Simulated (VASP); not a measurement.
BN: single point with HSE06

The system is BN.

```
B N
1.0
    -0.03682    1.76801    1.76801
     1.76801   -0.03682    1.76801
     1.76801    1.76801   -0.03682
B N
1 1
Cartesian
  -0.0013 -0.0013 -0.0013
  0.8761 0.8761 0.8761
```

This cell differs from its parent crystal: strain along [111] -3.1%.

| Item | Value |
| --- | --- |
| Program | VASP 6.6.1 |
| Task | single point |
| Functional | HSE06 |
| Potentials or basis | VASP PAW PBE potentials, release 64 (B, N) |
| Cutoff | 520 eV |
| k mesh | 8 × 8 × 8 |
| Occupations | gaussian, width 0.01 eV |
| Spin | no spin polarisation |

```json
{
  "Pressure": "9.4 GPa",
  "Largest force": "0.032 eV/Å",
  "Band gap on the k mesh": "5.69 eV (least direct gap 10.35 eV)"
}
```

Forces on the atoms (eV/Å):
```
B   -0.019 -0.019 -0.019
N    0.019  0.019  0.019
```

Stress tensor (GPa, compression positive):
```
 9.36 10.57 10.57
10.57  9.36 10.57
10.57 10.57  9.36
```

Levels at points of the mesh, in eV from the valence-band top:
| k point | band 2 | band 3 | band 4 | band 5 | band 6 | band 7 |
| --- | --- | --- | --- | --- | --- | --- |
| (0.00, 0.00, 0.00) | -0.16 | -0.16 | 0.00 | 10.35 | 10.35 | 10.88 |
| (0.50, 0.00, 0.00) | -12.11 | -2.19 | -2.18 | 12.25 | 12.44 | 13.15 |
| (0.50, 0.50, 0.00) | -10.12 | -5.82 | -5.37 | 5.69 | 10.88 | 20.81 |
| (0.50, 0.50, 0.50) | -11.99 | -2.54 | -2.54 | 11.63 | 12.34 | 12.34 |

Run time: 33 min on 1 thread of AMD EPYC 7R43 64-Core Processor (Zen 3) (shared host), peak memory 0.19 GiB.

Caveat: the cell differs from its parent crystal (strain along [111] -3.1%); the cell stands under pressure; the PAW data sets were made with another functional, which shifts forces and pressure a little. A k mesh can miss the band edges.
